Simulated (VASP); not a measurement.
Here is a VASP 6.6.1 calculation.

POSCAR

```
In
1.0
    3.3301405170      0.0000000000      0.0000000000
   -1.6650702585      2.8839862859      0.0000000000
    0.0000000000      0.0000000000      5.5316403840
In
2
Direct
    0.6666666667      0.3333333333      0.7500000000
    0.3333333333      0.6666666667      0.2500000000
```

INCAR.step1

```
PREC     = Accurate       # precision mode
ENCUT    = 520            # plane-wave cutoff, eV
EDIFF    = 1E-5           # SCF threshold, eV
ISMEAR   = -1             # smearing method
SIGMA    = 0.05           # smearing width, eV
LREAL    = F              # projectors in reciprocal space
LASPH    = T              # aspherical terms in the spheres
NELM     = 80             # most SCF steps
ALGO     = Normal         # electronic algorithm
ISIF     = 2              # what is computed and relaxed
LWAVE    = T              # write WAVECAR
LCHARG   = F              # write CHGCAR
NBANDS   = 20             # bands
GGA      = PE             # functional
```

Contents of INCAR.step2:

```
PREC     = Accurate       # precision mode
ENCUT    = 520            # plane-wave cutoff, eV
EDIFF    = 1E-7           # SCF threshold, eV
ISMEAR   = -1             # smearing method
SIGMA    = 0.05           # smearing width, eV
LREAL    = F              # projectors in reciprocal space
LASPH    = T              # aspherical terms in the spheres
NELM     = 80             # most SCF steps
ALGO     = Normal         # electronic algorithm
ISIF     = 2              # what is computed and relaxed
LWAVE    = F              # write WAVECAR
LCHARG   = F              # write CHGCAR
GGA      = PE             # functional
LHFCALC  = T              # exact exchange
AEXX     = 0.25           # exact-exchange fraction
PRECFOCK = Normal       
NBANDS   = 20             # bands
ISTART   = 1
```

KPOINTS

```
regular mesh
0
Gamma
  5 5 3
```

Potentials or basis: VASP PAW PBE potentials, release 64 (In_d).

Run with:

```console
$ cat potpaw_PBE.64/In_d/POTCAR > POTCAR
$ cp INCAR.step1 INCAR
$ mpirun -np 1 vasp_std > vasp.out
$ cp INCAR.step2 INCAR
$ mpirun -np 1 vasp_std > vasp.out
```

(1) What does it give for the pressure?

(2) What does it give for the band gap on the k mesh?

Answers

(1) -0.1 GPa.

(2) zero (bands 13 and 14 overlap by 3.06 eV).

Caveat: the k points lie up to 0.44 Å⁻¹ apart, too coarse for converged energies and pressures of a metal; the PAW data sets were made with another functional, which shifts forces and pressure a little; spin-orbit coupling is left out, which moves the levels of the heavy elements.
